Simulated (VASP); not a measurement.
# PtS2 in VASP: settings compared, part 2 of 2

VASP 6.6.1. Earlier steps stand in the parts before.

## 3. Single point, PBE+D3(BJ), non-collinear spin, zero start, spin-orbit coupling

File INCAR:

```
SYSTEM = PtS2
  PREC = Accurate
  ENCUT = 520
  EDIFF = 1E-6
  ISMEAR = 0
  SIGMA = 0.05
  LREAL = .FALSE.
  LASPH = .TRUE.
  NELM = 150
  ALGO = Normal
  ISIF = 2
  LWAVE = .FALSE.
  LCHARG = .TRUE.
  MAGMOM = 0 0 0 0 0 0 0 0 0
  LORBIT = 11
  LSORBIT = .TRUE.
  GGA_COMPAT = .FALSE.
  LORBMOM = .TRUE.
  LMAXMIX = 4
  GGA = PE
  IVDW = 12
  LVHAR = .TRUE.
  NBANDS = 35
```

File KPOINTS:

```
regular mesh
0
G
  8 8 4
  0 0 0
```

File POSCAR:

```
PtS2
1.0
    3.5750232019      0.0000000000      0.0000000000
   -1.7875116009      3.0960609120      0.0000000000
    0.0000000000      0.0000000000      6.4298417778
Pt S
1 2
Direct
    0.0000000000      0.0000000000      0.0000000000
    0.3333333333      0.6666666667      0.1913716893
    0.6666666667      0.3333333333      0.8086283107
```

Potentials or basis: VASP PAW PBE potentials, release 64 (Pt, S).

The run is started by

```sh
$ cat potpaw_PBE.64/Pt/POTCAR potpaw_PBE.64/S/POTCAR > POTCAR
$ mpirun -np 1 vasp_ncl > vasp.out
```

OUTCAR:

```text
SYSTEM = PtS2
   PREC = Accurate
   ENCUT = 520
   EDIFF = 1E-6
   ISMEAR = 0
   LREAL = .FALSE.
   LASPH = .TRUE.
   NELM = 150
   ISIF = 2
   LORBIT = 11
   LSORBIT = .TRUE.
   GGA = PE
   IVDW = 12
 IVDW          = 12

 ion  position               nearest neighbor table
   1  0.000  0.000  0.000-   2 2.40   3 2.40   3 2.40   2 2.40   3 2.40   2 2.40
   2  0.333  0.667  0.191-   1 2.40   1 2.40   1 2.40
   3  0.667  0.333  0.809-   1 2.40   1 2.40   1 2.40

  LATTYP: Found a hexagonal cell.
 ALAT       =     3.5750232019
 C/A-ratio  =     1.7985454680

  Lattice vectors:

 A1 = (   3.5750232019,   0.0000000000,   0.0000000000)
 A2 = (  -1.7875116009,   3.0960609120,   0.0000000000)
 A3 = (   0.0000000000,   0.0000000000,   6.4298417778)

Analysis of symmetry for initial positions (statically):
=====================================================================
 Subroutine PRICEL returns:
 Original cell was already a primitive cell.

 Routine SETGRP: Setting up the symmetry group for a
 hexagonal supercell.

 Subroutine GETGRP returns: Found 12 space group operations
 (whereof 12 operations were pure point group operations)
 out of a pool of 24 trial point group operations.

The static configuration has the point symmetry D_3d.

Analysis of symmetry for dynamics (positions and initial velocities):
=====================================================================
 Subroutine PRICEL returns:
 Original cell was already a primitive cell.

 Routine SETGRP: Setting up the symmetry group for a
 hexagonal supercell.

 Subroutine GETGRP returns: Found 12 space group operations
 (whereof 12 operations were pure point group operations)
 out of a pool of 24 trial point group operations.

The dynamic configuration has the point symmetry D_3d.

Analysis of structural, dynamic, and magnetic symmetry:
=====================================================================
 Subroutine PRICEL returns:
[... 1105 lines left out ...]
  1        -0.000   0.000   0.000
  2         0.000   0.000   0.000
  3         0.000   0.000   0.000
 ----------------------------------------
            0.000   0.000   0.000

 orbital moment (y)

 # of ion     p       d       tot
 ----------------------------------------
  1        -0.000   0.000   0.000
  2         0.000   0.000   0.000
  3         0.000   0.000   0.000
 ----------------------------------------
            0.000   0.000   0.000

 orbital moment (z)

 # of ion     p       d       tot
 ----------------------------------------
  1         0.000   0.000   0.000
  2         0.000   0.000   0.000
  3         0.000   0.000   0.000
 ----------------------------------------
            0.000   0.000   0.000

 Spin-Orbit-Coupling matrix elements

 Ion:    1  E_soc:     -0.7747355
 l=   1
     0.0000000    -0.0333230    -0.0352377
    -0.0333230     0.0000000    -0.0333230
    -0.0352377    -0.0333230     0.0000000
 l=   2
     0.0000000    -0.0213889     0.0000000    -0.0213889    -0.0716208
    -0.0213889     0.0000000    -0.0511300    -0.0260480    -0.0213889
     0.0000000    -0.0511300     0.0000000    -0.0511300     0.0000000
    -0.0213889    -0.0260480    -0.0511300     0.0000000    -0.0213889
    -0.0716208    -0.0213889     0.0000000    -0.0213889     0.0000000
 l=   3
     0.0000000     0.0000000     0.0000000     0.0000000     0.0000000     0.0000000     0.0000000
     0.0000000     0.0000000     0.0000000     0.0000000     0.0000000     0.0000000     0.0000000
     0.0000000     0.0000000     0.0000000     0.0000000     0.0000000     0.0000000     0.0000000
     0.0000000     0.0000000     0.0000000     0.0000000     0.0000000     0.0000000     0.0000000
[... 29 lines left out ...]
 l=   2
     0.0000000     0.0000000     0.0000000     0.0000000     0.0000000
     0.0000000     0.0000000     0.0000000     0.0000000     0.0000000
     0.0000000     0.0000000     0.0000000     0.0000000     0.0000000
     0.0000000     0.0000000     0.0000000     0.0000000     0.0000000
     0.0000000     0.0000000     0.0000000     0.0000000     0.0000000
 l=   3
     0.0000000     0.0000000     0.0000000     0.0000000     0.0000000     0.0000000     0.0000000
     0.0000000     0.0000000     0.0000000     0.0000000     0.0000000     0.0000000     0.0000000
     0.0000000     0.0000000     0.0000000     0.0000000     0.0000000     0.0000000     0.0000000
     0.0000000     0.0000000     0.0000000     0.0000000     0.0000000     0.0000000     0.0000000
     0.0000000     0.0000000     0.0000000     0.0000000     0.0000000     0.0000000     0.0000000
     0.0000000     0.0000000     0.0000000     0.0000000     0.0000000     0.0000000     0.0000000
     0.0000000     0.0000000     0.0000000     0.0000000     0.0000000     0.0000000     0.0000000

 total charge

# of ion       s       p       d       tot
------------------------------------------
    1        0.687   0.775   7.933   9.395
    2        1.359   2.274   0.000   3.633
    3        1.359   2.274   0.000   3.633
--------------------------------------------------
tot          3.406   5.323   7.933  16.661

 magnetization (x)

# of ion       s       p       d       tot
------------------------------------------
    1       -0.000  -0.000   0.000  -0.000
    2        0.000  -0.000   0.000  -0.000
    3        0.000  -0.000   0.000  -0.000
--------------------------------------------------
tot         -0.000  -0.000   0.000  -0.000

 magnetization (y)

# of ion       s       p       d       tot
------------------------------------------
    1        0.000   0.000   0.000   0.000
    2       -0.000  -0.000   0.000  -0.000
    3       -0.000  -0.000   0.000  -0.000
--------------------------------------------------
tot         -0.000  -0.000   0.000  -0.000

 magnetization (z)

# of ion       s       p       d       tot
------------------------------------------
    1        0.000   0.000   0.000   0.000
    2        0.000   0.000   0.000   0.000
    3        0.000   0.000   0.000   0.000
--------------------------------------------------
tot          0.000   0.000   0.000   0.000
```

OSZICAR:

```text
N       E                     dE             d eps       ncg     rms          rms(c)
DAV:   1     0.125894105110E+03    0.12589E+03   -0.97853E+03  2458   0.110E+03
DAV:   2    -0.837445248259E+01   -0.13427E+03   -0.12609E+03  2923   0.227E+02
DAV:   3    -0.171103817986E+02   -0.87359E+01   -0.85897E+01  3069   0.575E+01
DAV:   4    -0.172805167967E+02   -0.17013E+00   -0.16991E+00  3006   0.880E+00
DAV:   5    -0.172849995809E+02   -0.44828E-02   -0.44821E-02  3171   0.142E+00    0.189E+01
DAV:   6    -0.161117611202E+02    0.11732E+01   -0.61705E+00  2569   0.258E+01    0.125E+01
DAV:   7    -0.158772636363E+02    0.23450E+00   -0.12589E+00  2593   0.119E+01    0.614E+00
DAV:   8    -0.158636960913E+02    0.13568E-01   -0.97772E-02  2844   0.185E+00    0.235E+00
DAV:   9    -0.158539434986E+02    0.97526E-02   -0.15934E-02  2900   0.140E+00    0.512E-01
DAV:  10    -0.158538836388E+02    0.59860E-04   -0.42722E-03  2972   0.451E-01    0.174E-01
DAV:  11    -0.158540027575E+02   -0.11912E-03   -0.31281E-04  2747   0.134E-01    0.808E-02
DAV:  12    -0.158540257726E+02   -0.23015E-04   -0.22926E-05  2929   0.451E-02    0.271E-02
DAV:  13    -0.158540288827E+02   -0.31101E-05   -0.31334E-06  2830   0.134E-02    0.155E-02
DAV:  14    -0.158540304258E+02   -0.15431E-05   -0.28677E-06  2710   0.121E-02    0.521E-03
DAV:  15    -0.158540307322E+02   -0.30638E-06   -0.38615E-07  2214   0.423E-03
   1 F= -.16831191E+02 E0= -.16831191E+02  d E =-.168741E-13  mag=    -0.0000    -0.0000    -0.0000
```

stdout:

```text
POSCAR found type information on POSCAR PtS
 POSCAR found :  2 types and       3 ions
 scaLAPACK will be used
 LDA part: xc-table for (Slater+PW92), standard interpolation
 POSCAR, INCAR and KPOINTS ok, starting setup
 FFT: planning ... GRIDC
 FFT: planning ... GRID_SOFT
 FFT: planning ... GRID
 WAVECAR not read
 entering main loop
```

Wall time 5.5 min (1 thread of Intel Xeon 8259CL, shared host); peak memory 0.42 GiB.

Results:

```yaml
Free_energy: -16.8312 eV
Pressure: -2.4 GPa
Largest_force: 0.031 eV/Å
Net_moment: 0.00 μB per cell
Valence_electrons_inside_the_program's_atomic_spheres: Pt 9.39; S 3.63
Dispersion_energy_per_atom: -0.326 eV
```

Forces on the atoms (eV/Å):
```
Pt   0.000  0.000  0.000
S    0.000  0.000 -0.031
S    0.000  0.000  0.031
```

Moments on the atoms (μB; x, y, z):
```
Pt  0.00 0.00 0.00
S   0.00 0.00 0.00
S   0.00 0.00 0.00
```

Caveat: three body term missing.

## 4. Single point, PBE, non-collinear spin, zero start, spin-orbit coupling (atom 2 (S) moved 0.12 Å along z)

File INCAR:

```
ALGO = Normal
EDIFF = 1E-6
ENCUT = 520
GGA = PE
GGA_COMPAT = F
ISIF = 2
ISMEAR = 0
LASPH = T
LCHARG = F
LMAXMIX = 4
LORBIT = 11
LORBMOM = T
LREAL = F
LSORBIT = T
LWAVE = F
MAGMOM = 0 0 0 0 0 0 0 0 0
NBANDS = 35
NELM = 150
PREC = Accurate
SIGMA = 0.05
```

File KPOINTS:

```
k-points
0
Gamma
  8 8 4
```

POSCAR: that of step 3 with these lines changed.

```diff
@@ -9,3 +9,3 @@
     0.0000000000      0.0000000000      0.0000000000
-    0.3333333333      0.6666666667      0.1913716893
+    0.3333333333      0.6666666667      0.2100346680
     0.6666666667      0.3333333333      0.8086283107
```

The run is started by

```sh
$ cat potpaw_PBE.64/Pt/POTCAR potpaw_PBE.64/S/POTCAR > POTCAR
$ mpirun -np 1 vasp_ncl > vasp.out
```

Run time: 7.8 min. Hardware: 1 thread of Intel Xeon 8259CL, shared host; peak memory 0.47 GiB.

The run converged. Its results:

| Property | Result |
| --- | --- |
| Free energy | -15.7799 eV |
| Pressure | -3.5 GPa |
| Largest force | 1.173 eV/Å |
| Net moment | 0.00 μB per cell |
| Valence electrons inside the program's atomic spheres | Pt 9.29; S 3.61, 3.62 |

Forces on the atoms (eV/Å):
```
Pt   0.000  0.000  0.968
S    0.000  0.000 -1.173
S    0.000  0.000  0.205
```

Stress tensor (GPa, compression positive):
```
-3.12  0.00  0.00
 0.00 -3.12  0.00
 0.00  0.00 -4.14
```

Moments on the atoms (μB; x, y, z):
```
Pt  0.00 0.00 0.00
S   0.00 0.00 0.00
S   0.00 0.00 0.00
```

Caveat: the cell differs from its parent crystal (atom 2 (S) moved 0.12 Å along z); the cell stands under tension; this functional lacks dispersion, which binds layers or chains, so the pressure and a relaxed spacing across them are unreliable; forces of over 1 eV/Å act on the atoms, so gaps and moduli don't describe the material at rest.

## 5. Single point, PBE, non-collinear spin, zero start, spin-orbit coupling (24.20 Å³/atom)

This run uses another cell than the first one, of 24.20 Å³/atom.

File INCAR:

```
SYSTEM = PtS2
  PREC = Accurate
  ENCUT = 520
  EDIFF = 1E-7
  ISMEAR = 0
  SIGMA = 0.05
  LREAL = .FALSE.
  LASPH = .TRUE.
  NELM = 150
  ALGO = Normal
  ISIF = 2
  LWAVE = .FALSE.
  LCHARG = .FALSE.
  LNONCOLLINEAR = .TRUE.
  MAGMOM = 0 0 0 0 0 0 0 0 0
  LORBIT = 11
  LSORBIT = .TRUE.
  GGA_COMPAT = .FALSE.
  LORBMOM = .TRUE.
  LMAXMIX = 4
  GGA = PE
  NBANDS = 35
```

File KPOINTS:

```
Automatic mesh
0
G
  8 8 4
  0 0 0
```

File POSCAR:

```
PtS2
1.0
    3.5757703841      0.0000000000      0.0000000000
   -1.7878851920      3.0967079907      0.0000000000
    0.0000000000      0.0000000000      6.5556980368
Pt S
1 2
Direct
    0.0000000000      0.0000000000      0.0000000000
    0.3333333333      0.6666666667      0.1876370366
    0.6666666667      0.3333333333      0.8123629634
```

The run is started by

```sh
$ cat potpaw_PBE.64/Pt/POTCAR potpaw_PBE.64/S/POTCAR > POTCAR
$ mpirun -np 1 vasp_ncl > vasp.out
```

It took 1.7 min on 1 thread of Intel Xeon 6975P-C (Granite Rapids), shared host; peak memory 0.42 GiB.

The run converged. Its results:

| Quantity | Value |
| --- | --- |
| Free energy | -15.8540 eV |
| Pressure | -0.3 GPa |
| Largest force | 0.019 eV/Å |
| Net moment | 0.00 μB per cell |
| Valence electrons inside the program's atomic spheres | Pt 9.39; S 3.63 |

Forces in eV/Å, atoms in the order of the input:
```
Pt   0.000  0.000  0.000
S    0.000  0.000 -0.019
S    0.000  0.000  0.019
```

Stress tensor (GPa, compression positive):
```
-0.35  0.00  0.00
 0.00 -0.35  0.00
 0.00  0.00 -0.17
```

Moments on the atoms (μB; x, y, z):
```
Pt  0.00 0.00 0.00
S   0.00 0.00 0.00
S   0.00 0.00 0.00
```

Caveat: this functional lacks dispersion, which binds layers or chains, so the pressure and a relaxed spacing across them are unreliable.

## 6. Single point, PBE, non-collinear spin, zero start, spin-orbit coupling (24.67 Å³/atom)

This run uses another cell than the first one, of 24.67 Å³/atom.

File INCAR:

```
PREC = Accurate
ENCUT = 520
EDIFF = 1E-7
ISMEAR = 0
SIGMA = 0.05
LREAL = F
LASPH = T
NELM = 150
ALGO = Normal
ISIF = 2
LWAVE = F
LCHARG = F
MAGMOM = 0 0 0 0 0 0 0 0 0
LORBIT = 11
LSORBIT = T
GGA_COMPAT = F
LORBMOM = T
LMAXMIX = 4
GGA = PE
NBANDS = 35
```

File KPOINTS:

```
Automatic mesh
0
Gamma
  8 8 4
```

File POSCAR:

```
PtS2
1.0
    3.5757140161      0.0000000000      0.0000000000
   -1.7878570080      3.0966591746      0.0000000000
    0.0000000000      0.0000000000      6.6844518796
Pt S
1 2
Direct
    0.0000000000      0.0000000000      0.0000000000
    0.3333333333      0.6666666667      0.1840440707
    0.6666666667      0.3333333333      0.8159559293
```

Potentials or basis: VASP PAW PBE potentials, release 64 (Pt, S).

The run is started by

```sh
$ cat potpaw_PBE.64/Pt/POTCAR potpaw_PBE.64/S/POTCAR > POTCAR
$ mpirun -np 1 vasp_ncl > vasp.out
```

Run time: 96 s. Hardware: 1 thread of Intel Xeon 6975P-C (Granite Rapids), shared host; peak memory 0.42 GiB.

The run converged. Its results:

| Quantity | Value |
| --- | --- |
| Free energy | -15.8538 eV |
| Pressure | -0.3 GPa |
| Largest force | 0.019 eV/Å |
| Net moment | 0.00 μB per cell |
| Valence electrons inside the program's atomic spheres | Pt 9.39; S 3.63 |

Forces on the atoms (eV/Å):
```
Pt   0.000  0.000  0.000
S    0.000  0.000 -0.019
S    0.000  0.000  0.019
```

Stress tensor (GPa, compression positive):
```
-0.36  0.00  0.00
 0.00 -0.36  0.00
 0.00  0.00 -0.19
```

Moments on the atoms (μB; x, y, z):
```
Pt  0.00 0.00 0.00
S   0.00 0.00 0.00
S   0.00 0.00 0.00
```

Caveat: this functional lacks dispersion, which binds layers or chains, so the pressure and a relaxed spacing across them are unreliable.

## 7. The runs side by side

| level | cell | pressure (GPa) | moment (μB) | largest force (eV/Å) |
| --- | --- | --- | --- | --- |
| PBE | a = 3.575, b = 3.575, c = 6.430 Å, angles 90.0, 90.0, 120.0°, 3 atoms, atomic positions A | -0.2 | 0.00 | 0.02 |
| PBE+D3(BJ) | a = 3.575, b = 3.575, c = 6.430 Å, angles 90.0, 90.0, 120.0°, 3 atoms, atomic positions A | -2.4 | 0.00 | 0.03 |
| PBE | a = 3.575, b = 3.575, c = 6.430 Å, angles 90.0, 90.0, 120.0°, 3 atoms, atomic positions B | -3.5 | 0.00 | 1.17 |
| PBE | a = 3.576, b = 3.576, c = 6.556 Å, angles 90.0, 90.0, 120.0°, 3 atoms, atomic positions C | -0.3 | 0.00 | 0.02 |
| PBE | a = 3.576, b = 3.576, c = 6.684 Å, angles 90.0, 90.0, 120.0°, 3 atoms, atomic positions D | -0.3 | 0.00 | 0.02 |

Alike in all rows: task single point; potentials or basis VASP PAW PBE potentials, release 64 (Pt, S); spin non-collinear, zero start, SOC; k mesh 8 × 8 × 4; cutoff (eV) 520; smearing gaussian 0.05 eV.

Caveats: this functional lacks dispersion, which binds layers or chains, so the pressure and a relaxed spacing across them are unreliable (at least some runs); three body term missing (at least some runs); the cell stands under tension (at least some runs); forces of over 1 eV/Å act on the atoms, so gaps and moduli don't describe the material at rest (at least some runs).

Absolute energies hang on the potentials; compare differences alone.
